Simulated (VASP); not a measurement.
Ta, 1 atom in the cell. The structure is cubic, space group Im-3m (No. 229). Conventional cell: a = 3.280 Å, b = 3.280 Å, c = 3.280 Å, α = 90.00°, β = 90.00°, γ = 90.00°. Ta (site symmetry m-3m) has 14 Ta at 2.84 to 3.28 Å within 3.7 Å. 

- Program: VASP 6.6.1
- Task: single point
- Functional: PBE
- Dispersion: D3(BJ)
- Potentials or basis: VASP PAW PBE potentials, release 64 (Ta_pv)
- Cutoff: 500 eV
- k mesh: 8 × 8 × 8
- Occupations: gaussian, width 0.1 eV
- Spin: no spin polarisation
- Dipole correction: no
- Further INCAR settings: ALGO = Normal; EDIFF = 1e-06; NBANDS = 12

Potentials or basis: VASP PAW PBE potentials, release 64 (Ta_pv).

Run with:

```sh
$ cat potpaw_PBE.64/Ta_pv/POTCAR > POTCAR
$ mpirun -np 1 vasp_std > vasp.out
```

Hardware: 1 thread of Intel(R) Xeon(R) 6975P-C (Granite Rapids), with other jobs on the host.

Problem. How long does it take, and how much memory?

Solution. It took 3.1 s on 1 thread of Intel(R) Xeon(R) 6975P-C (Granite Rapids), on a shared host, peak memory 0.14 GiB. Counts: scf iterations 11, k points 29.
